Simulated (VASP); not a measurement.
# ZrB2 (P6/mmm) in VASP: notebook

ZrB2 is run at these levels: LDA; tasks: single point.

All numbers are computed with VASP 6.6.1; they aren't measurements. Logs are shortened: lines on timing, memory, paths and dates and some standing lists are left out, and cuts for length are marked.

### Step 1. The cell of the first run

The structure is hexagonal, space group P6/mmm (No. 191). The conventional cell has a = 3.105 Å, b = 3.105 Å, c = 3.461 Å, α = 90.00°, β = 90.00°, γ = 120.00°. Zr (site symmetry 6/mmm) has 12 B at 2.49 Å and 6 Zr at 3.11 Å within 3.3 Å. B (site symmetry -6m2) has 3 B at 1.79 Å within 2.4 Å.

### Step 2. Single point, LDA (volume scaled by 0.94)

Contents of INCAR:

```
PREC = Accurate ; ENCUT = 520
EDIFF = 1E-7 ; ISMEAR = -1
SIGMA = 0.05 ; LREAL = False
LASPH = True ; NELM = 60
ALGO = Normal ; ISIF = 2
LWAVE = False ; LCHARG = False
GGA = CA ; NBANDS = 16
```

Contents of KPOINTS:

```
regular mesh
0
Gamma
  10 10 8
```

Contents of POSCAR:

```
ZrB2
1.0
    3.1052879646      0.0000000000      0.0000000000
   -1.5526439823      2.6892582634      0.0000000000
    0.0000000000      0.0000000000      3.4608777221
Zr B
1 2
Direct
    0.0000000000      0.0000000000      0.0000000000
    0.6666666667      0.3333333333      0.5000000000
    0.3333333333      0.6666666667      0.5000000000
```

Potentials or basis: VASP PAW LDA potentials, release 64 (Zr_sv, B).

Launch:

```sh
$ cat potpaw_LDA.64/Zr_sv/POTCAR potpaw_LDA.64/B/POTCAR > POTCAR
$ mpirun -np 1 vasp_std > vasp.out
```

OUTCAR:

```text
PREC = Accurate
   ENCUT = 520
   EDIFF = 1E-7
   ISMEAR = -1
   LREAL = False
   LASPH = True
   NELM = 60
   ISIF = 2
   GGA = CA

 ion  position               nearest neighbor table
   1  0.000  0.000  0.000-   2 2.49   3 2.49   2 2.49   3 2.49   3 2.49   3 2.49   2 2.49   2 2.49
                             2 2.49   2 2.49   3 2.49   3 2.49
   2  0.667  0.333  0.500-   3 1.79   3 1.79   3 1.79   1 2.49   1 2.49   1 2.49   1 2.49   1 2.49
                             1 2.49
   3  0.333  0.667  0.500-   2 1.79   2 1.79   2 1.79   1 2.49   1 2.49   1 2.49   1 2.49   1 2.49
                             1 2.49

  LATTYP: Found a hexagonal cell.
 ALAT       =     3.1052879646
 C/A-ratio  =     1.1145110410

  Lattice vectors:

 A1 = (   3.1052879646,   0.0000000000,   0.0000000000)
 A2 = (  -1.5526439823,   2.6892582634,   0.0000000000)
 A3 = (   0.0000000000,   0.0000000000,   3.4608777221)

Analysis of symmetry for initial positions (statically):
=====================================================================
 Subroutine PRICEL returns:
 Original cell was already a primitive cell.

 Routine SETGRP: Setting up the symmetry group for a
 hexagonal supercell.

 Subroutine GETGRP returns: Found 24 space group operations
 (whereof 24 operations were pure point group operations)
 out of a pool of 24 trial point group operations.

The static configuration has the point symmetry D_6h.

Analysis of symmetry for dynamics (positions and initial velocities):
=====================================================================
 Subroutine PRICEL returns:
 Original cell was already a primitive cell.

 Routine SETGRP: Setting up the symmetry group for a
 hexagonal supercell.

 Subroutine GETGRP returns: Found 24 space group operations
 (whereof 24 operations were pure point group operations)
 out of a pool of 24 trial point group operations.

The dynamic configuration has the point symmetry D_6h.

 Subroutine INISYM returns: Found 24 space group operations
 (whereof 24 operations are pure point group operations),
 and found     1 'primitive' translations

----------------------------------------------------------------------------------------

                                     Primitive cell

  volume of cell :      28.9015

  direct lattice vectors                    reciprocal lattice vectors
     3.105287965  0.000000000  0.000000000     0.322031326  0.185924873  0.000000000
    -1.552643982  2.689258263  0.000000000     0.000000000  0.371849745  0.000000000
     0.000000000  0.000000000  3.460877722     0.000000000  0.000000000  0.288944043

  length of vectors
     3.105287965  3.105287965  3.460877722     0.371849745  0.371849745  0.288944043

  position of ions in fractional coordinates (direct lattice)
     0.000000000  0.000000000  0.000000000
     0.666666667  0.333333333  0.500000000
     0.333333333  0.666666667  0.500000000

  ion indices of the primitive-cell ions
   primitive index   ion index
                 1           1
                 2           2
                 3           3

----------------------------------------------------------------------------------------

 KPOINTS: regular mesh

Automatic generation of k-mesh.
 Grid dimensions read from file:
 generate k-points for:   10   10    8

 Generating k-lattice:

  Cartesian coordinates                     Fractional coordinates (reciprocal lattice)
     0.032203133  0.018592487  0.000000000     0.100000000 -0.000000000  0.000000000
     0.000000000  0.037184975  0.000000000     0.000000000  0.100000000  0.000000000
     0.000000000  0.000000000  0.036118005     0.000000000  0.000000000  0.125000000

  Length of vectors
     0.037184975  0.037184975  0.036118005

  Shift w.r.t. Gamma in fractional coordinates (k-lattice)
     0.000000000  0.000000000  0.000000000

 Subroutine IBZKPT returns following result:
 ===========================================

 Found     70 irreducible k-points:

 Following reciprocal coordinates:
            Coordinates               Weight
  0.000000  0.000000  0.000000      1.000000
  0.100000 -0.000000  0.000000      6.000000
  0.200000 -0.000000  0.000000      6.000000
  0.300000  0.000000  0.000000      6.000000
  0.400000  0.000000  0.000000      6.000000
  0.500000 -0.000000  0.000000      3.000000
[... 16 lines left out ...]
  0.300000  0.100000  0.125000     24.000000
  0.400000  0.100000  0.125000     24.000000
 [... further k-points ...]
   k-points           NKPTS =     70   k-points in BZ     NKDIM =     70   number of bands    NBANDS=     16
   number of dos      NEDOS =    301   number of ions     NIONS =      3
   total plane-waves  NPLWV =  16128
   dimension x,y,z NGX =    24 NGY =   24 NGZ =   28
   dimension x,y,z NGXF=    48 NGYF=   48 NGZF=   56
   ions per type =               1   2
   NGX,Y,Z   is equivalent  to a cutoff of  12.85, 12.85, 13.45 a.u.
   NGXF,Y,Z  is equivalent  to a cutoff of  25.70, 25.70, 26.90 a.u.
 SYSTEM =  unknown system
   PREC   = accura    normal or accurate (medium, high low for compatibility)
   ISTART =      0    job   : 0-new  1-cont  2-samecut
   ICHARG =      2    charge: 1-file 2-atom 10-const
   ISPIN  =      1    spin polarized calculation?
   LNONCOLLINEAR =      F non collinear calculations
   LSORBIT =      F    spin-orbit coupling
   LASPH  =      T    aspherical Exc in radial PAW
   ENCUT  =  520.0 eV  38.22 Ry    6.18 a.u.   5.77  5.77  6.43*2*pi/ulx,y,z
   NELM   =     60;   NELMIN=  2; NELMDL= -5     # of ELM steps
   EDIFF  = 0.1E-06   stopping-criterion for ELM
   LREAL  =      F    real-space projection
   EDIFFG = 0.1E-05   stopping-criterion for IOM
   NSW    =      0    number of steps for IOM
   IBRION =     -1    ionic relax: 0-MD 1-quasi-New 2-CG
   NFREE  =      0    steps in history (QN), initial steepest desc. (CG)
   ISIF   =      2    stress and relaxation
   ISYM   =      2    0-nonsym 1-usesym 2-fastsym
   POTIM  = 0.5000    time-step for ionic-motion
   TEBEG  =    0.0;   TEEND  =   0.0 temperature during run
   PSTRESS=    0.0 pullay stress
   NELECT =      18.0000    total number of electrons
   NUPDOWN=      -1.0000    fix difference up-down
   EMIN   =  10.00;   EMAX   =-10.00  energy-range for DOS
   EFERMI =   0.00;   METHOD = LEGACY
   ISMEAR =    -1;   SIGMA  =   0.05  broadening in eV -4-tet -1-fermi 0-gaus
   EFERMI_NEDOS =   21; number of points for ismear=-14 and -15
   IALGO  =     38    algorithm
   IMIX   =      4    mixing-type and parameters
     AMIX     =   0.40;   BMIX     =  1.00
     AMIX_MAG =   1.60;   BMIX_MAG =  1.00
  volume/ion in A,a.u.               =       9.63        65.01
  Fermi-wavevector in a.u.,A,eV,Ry     =   1.398059  2.641948 26.593519  1.954569
  Thomas-Fermi vector in A             =   2.521254
   LORBIT       =      0    0 simple, 1 ext, 2 COOP (PROOUT), +10 PAW based schemes
   GGA     = CA    functional components
   LHFCALC =     F    Hartree Fock is set to
   AEXX    =    0.0000 exact exchange contribution
   IVDW    =     0    specifies the selected vdW correction
   LEPSILON=     F    determine dielectric tensor
   LRPA    =     F    only Hartree local field effects (RPA)
 non-spin polarized calculation
  energy-cutoff  :      520.00
  volume of cell :       28.90
 maximum number of plane-waves:       792
 NGX is ok and might be reduce to    24
   NGX = 11   NGY = 11   NGZ = 13

 number of electron      18.0000000 magnetization

 Free energy of the ion-electron system (eV)
  ---------------------------------------------------
  ext. energy  EPLUGINS =         0.00000000
  ---------------------------------------------------
  free energy    TOTEN  =       -27.46016981 eV

  energy without entropy =      -27.45750000  energy(sigma->0) =      -27.45883491

 E-fermi :  11.0569     XC(G=0): -12.8762

 val. band max:       11.0238943456   @ k =   0.2000   0.2000   0.1250
 cond. band min:      11.2231342891   @ k =   0.1000  -0.0000   0.5000
 fundamental gap:      0.1992399435
 Fermi energy:        11.0568842231

 k-point     1 :       0.0000    0.0000    0.0000
  band No.  band energies     occupation
      1     -36.9875      2.00000
      2     -15.3646      2.00000
      3     -14.7029      2.00000
      4     -14.7029      2.00000
      5      -1.6666      2.00000
      6       8.4197      2.00000
[... 8 lines left out ...]
     15      16.5806      0.00000
     16      16.5849      0.00000

 k-point     2 :       0.1000   -0.0000    0.0000
  band No.  band energies     occupation
      1     -36.9729      2.00000
      2     -15.3437      2.00000
      3     -14.8241      2.00000
      4     -14.7290      2.00000
      5      -1.4551      2.00000
      6       7.8693      2.00000
[... 8 lines left out ...]
     15      17.4946      0.00000
     16      17.8460      0.00000

 k-point     3 :       0.2000   -0.0000    0.0000
  band No.  band energies     occupation
      1     -36.9346      2.00000
      2     -15.2884      2.00000
      3     -15.1303      2.00000
      4     -14.7964      2.00000
      5      -0.8616      2.00000
      6       6.6446      2.00000
[... 8 lines left out ...]
     15      18.3158      0.00000
     16      19.4173      0.00000

 k-point     4 :       0.3000    0.0000    0.0000
  band No.  band energies     occupation
      1     -36.8866      2.00000
      2     -15.4893      2.00000
      3     -15.2192      2.00000
      4     -14.8783      2.00000
      5       0.0247      2.00000
      6       5.2435      2.00000
[... 8 lines left out ...]
     15      19.4724      0.00000
     16      21.8622      0.00000
[... 324 lines left out ...]
 k-point    22 :       0.2000    0.1000    0.1250
  band No.  band energies     occupation
      1     -36.8995      2.00000
      2     -15.3385      2.00000
      3     -15.2986      2.00000
      4     -14.8753      2.00000
      5      -0.1391      2.00000
      6       5.8707      2.00000
[... 8 lines left out ...]
     15      18.9554      0.00000
     16      20.4653      0.00000

 k-point    23 :       0.3000    0.1000    0.1250
  band No.  band energies     occupation
      1     -36.8559      2.00000
      2     -15.6238      2.00000
      3     -15.2400      2.00000
      4     -14.9704      2.00000
      5       0.7878      2.00000
      6       4.4759      2.00000
[... 8 lines left out ...]
     15      19.3476      0.00000
     16      22.2884      0.00000

 k-point    24 :       0.4000    0.1000    0.1250
  band No.  band energies     occupation
      1     -36.8288      2.00000
      2     -15.7990      2.00000
      3     -15.1983      2.00000
      4     -15.0284      2.00000
      5       1.8883      2.00000
      6       3.1328      2.00000
[... 8 lines left out ...]
     15      20.2112      0.00000
     16      21.9331      0.00000

 [... further k-points ...]
[... 5 lines left out ...]
  --------------------------------------------------------------------------------------
  -------------------------------------------------------------------------------------
  Total        1.3916584      1.3916584      1.3551623      0.0000000     -0.0000000      0.0000000
  in kB       77.1476304     77.1476304     75.1244385      0.0000000     -0.0000000      0.0000000
  external PRESSURE =      76.4732331 kB  Pullay stress =       0.0000000 kB

 VOLUME and BASIS-vectors are now :
 -----------------------------------------------------------------------------
  energy-cutoff  :      520.00
  volume of cell :       28.90
      direct lattice vectors                 reciprocal lattice vectors
     3.105287965  0.000000000  0.000000000     0.322031326  0.185924873  0.000000000
    -1.552643982  2.689258263  0.000000000     0.000000000  0.371849745  0.000000000
     0.000000000  0.000000000  3.460877722     0.000000000  0.000000000  0.288944043

 POSITION                                       TOTAL-FORCE (eV/Angst)
 -----------------------------------------------------------------------------------
      0.00000      0.00000      0.00000         0.000000      0.000000      0.000000
      1.55264      0.89642      1.73044        -0.000000     -0.000000      0.000000
     -0.00000      1.79284      1.73044         0.000000      0.000000      0.000000
 -----------------------------------------------------------------------------------
    total drift:                               -0.000000      0.000000      0.000000

  FREE ENERGIE OF THE ION-ELECTRON SYSTEM (eV)
  ---------------------------------------------------
  free  energy   TOTEN  =       -27.4601698105 eV

  energy  without entropy=      -27.4575000004  energy(sigma->0) =      -27.45883491
```

Run time: 32 s. Hardware: 1 thread of Intel Xeon 8259CL, shared host; peak memory 0.15 GiB.

Results:

```yaml
Free_energy: -27.4602 eV
Pressure: 7.6 GPa
Band_gap_on_the_k_mesh: zero (band 9 reaches 11.77 eV, above the bottom of band 10 at 10.90 eV)
```

### Step 3. Single point, LDA (volume scaled by 0.96)

Contents of INCAR:

```
SYSTEM = ZrB2
PREC = Accurate ; ENCUT = 520
EDIFF = 1E-6 ; ISMEAR = -1
SIGMA = 0.05 ; LREAL = .False.
LASPH = .True. ; NELM = 100
ALGO = Normal ; ISIF = 2
LWAVE = .False. ; LCHARG = .False.
GGA = CA ; NBANDS = 16
```

Contents of KPOINTS:

```
Automatic mesh
0
Gamma
  10 10 8
  0 0 0
```

Contents of POSCAR:

```
ZrB2
1.0
    3.1271569103      0.0000000000      0.0000000000
   -1.5635784551      2.7081973259      0.0000000000
    0.0000000000      0.0000000000      3.4852509034
Zr B
1 2
Direct
    0.0000000000      0.0000000000      0.0000000000
    0.6666666667      0.3333333333      0.5000000000
    0.3333333333      0.6666666667      0.5000000000
```

Potentials or basis: VASP PAW LDA potentials, release 64 (Zr_sv, B).

Launch:

```sh
$ cat potpaw_LDA.64/Zr_sv/POTCAR potpaw_LDA.64/B/POTCAR > POTCAR
$ mpirun -np 1 vasp_std > vasp.out
```

Run time: 27 s. Hardware: 1 thread of Intel Xeon 8259CL, shared host; peak memory 0.15 GiB.

Results (log left out):

* Free energy: -27.4785 eV
* Pressure: 1.8 GPa
* Band gap on the k mesh: zero (band 9 reaches 11.52 eV, above the bottom of band 10 at 10.67 eV)

Stress tensor (GPa, compression positive):
```
1.72 0.00 0.00
0.00 1.72 0.00
0.00 0.00 1.89
```

Levels at points of the mesh, in eV from the Fermi level:
```tsv
k point	band 6	band 7	band 8	band 9	band 10	band 11	band 12	band 13
(0.00, 0.00, 0.00)	-2.60	-2.60	-2.58	-2.16	3.67	3.67	4.46	4.46
(0.50, 0.00, 0.00)	-8.23	-3.92	-2.96	-2.69	2.43	2.51	5.28	5.39
(0.00, 0.00, 0.50)	-6.92	-0.86	-0.86	0.44	0.44	0.90	0.90	2.00
(0.50, 0.00, 0.50)	-6.80	-4.63	-4.15	-1.73	4.03	4.51	5.69	6.74
```

[end of part 1 of 2]
